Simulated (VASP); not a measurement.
Here is a VASP 6.6.1 calculation.

The input INCAR:

```
SYSTEM = MgI2
PREC = Accurate
ENCUT = 520
EDIFF = 1E-7
ISMEAR = 0
SIGMA = 0.05
LREAL = .False.
LASPH = .True.
NELM = 100
ALGO = Normal
ISIF = 2
LWAVE = .False.
LCHARG = .False.
GGA = PE
NBANDS = 15
```

File KPOINTS:

```
Automatic mesh
0
Gamma
  6 6 4
  0 0 0
```

File POSCAR:

```
MgI2
1.0
    4.1387920735      0.0000000000      0.0000000000
   -2.0693960368      3.5842990767      0.0000000000
    0.0000000000      0.0000000000      7.6847014931
Mg I
1 2
Direct
    0.0000000000      0.0000000000      0.0000000000
    0.3333333333      0.6666666667      0.8050686935
    0.6666666667      0.3333333333      0.1949313065
```

Potentials or basis: VASP PAW PBE potentials, release 64 (Mg, I).

Run with:

```sh
$ cat potpaw_PBE.64/Mg/POTCAR potpaw_PBE.64/I/POTCAR > POTCAR
$ mpirun -np 1 vasp_std > vasp.out
```

Q: Estimate the largest force.

A: 1.145 eV/Å.

Q: Estimate the band gap on the k mesh.

A: 3.77 eV, indirect (least direct gap 4.19 eV).

Stress tensor (GPa, compression positive):
```
3.47 0.00 0.00
0.00 3.47 0.00
0.00 0.00 4.81
```

Caveat: spin-orbit coupling is left out, which moves the levels of the heavy elements; this functional lacks dispersion, which binds the layers, so the pressure and a relaxed spacing across them are unreliable; forces of over 1 eV/Å act on the atoms, so gaps and moduli don't describe the material at rest. A hybrid or GW would open this gap; PBE tends to underestimate it.
